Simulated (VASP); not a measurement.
AlIn2As2P:

```
Al In P As
1.0
     4.51916    0.00000    0.00000
     0.00000    4.51916    0.00000
     0.00000    0.00000    5.80116
Al In P As
1 2 1 2
Direct
  0.00000 0.00000 0.50000
  0.50000 0.50000 0.27880
  0.50000 0.50000 0.72120
  0.00000 0.00000 0.00000
  0.00000 0.50000 0.00000
  0.50000 0.00000 0.00000
```

- Program: VASP 6.6.1
- Task: relaxation of cell and atoms
- Functional: PBE
- Potentials or basis: VASP PAW PBE potentials, release 64 (Al, In_d, P, As)
- Cutoff: 600 eV
- k mesh: 4 × 4 × 4
- Occupations: gaussian, width 0.1 eV
- Spin: no spin polarisation

At the start: pressure 16.9 GPa; volume 19.75 Å³/atom.

**Question.** How do energy, volume and symmetry change on relaxing?

**Answer.** Over 17 steps the energy falls by 255.6 meV/atom and the volume is 24.46 Å³/atom (+23.9 %); space group P4/mmm (No. 123, to 0.05 Å).

The path:
```tsv
step	energy change (eV)	largest force (eV/Å)	pressure (GPa)	volume (Å³)
1	0.0000	0.2789	16.90	118.48
2	-1.2729	0.9312	-2.44	157.83
3	-1.3422	0.8207	-0.12	148.21
4	-1.3423	0.8302	-0.29	148.85
5	-1.4015	0.3810	-0.22	148.99
6	-1.4277	0.2070	-0.04	149.14
7	-1.4279	0.1590	-0.06	149.13
8	-1.4413	0.0968	-0.18	148.93
9	-1.4539	0.0089	-0.37	148.66
10	-1.5003	0.2886	-0.45	148.00
11	-1.4522	1.0410	0.35	146.19
12	-1.5185	0.4727	-0.36	147.53
13	-1.5194	0.5321	-0.30	147.39
14	-1.5252	0.4377	-0.11	146.95
15	-1.5258	0.3953	-0.03	146.77
16	-1.5309	0.2235	-0.01	146.76
17	-1.5335	0.0054	0.02	146.74
```

Final structure:
```xyz
6
Lattice="5.1478 0.0000 0.0000 0.0000 5.1478 0.0000 0.0000 0.0000 5.5373" Properties=species:S:1:pos:R:3 pbc="T T T"
Al    0.0000    0.0000    2.7687
In    2.5739    2.5739    1.4283
In    2.5739    2.5739    4.1090
P     0.0000    0.0000    0.0000
As    0.0000    2.5739    0.0000
As    2.5739    0.0000    0.0000
```

Caveat: the volume moved by over 15 % at a fixed basis, so the end points are rough.
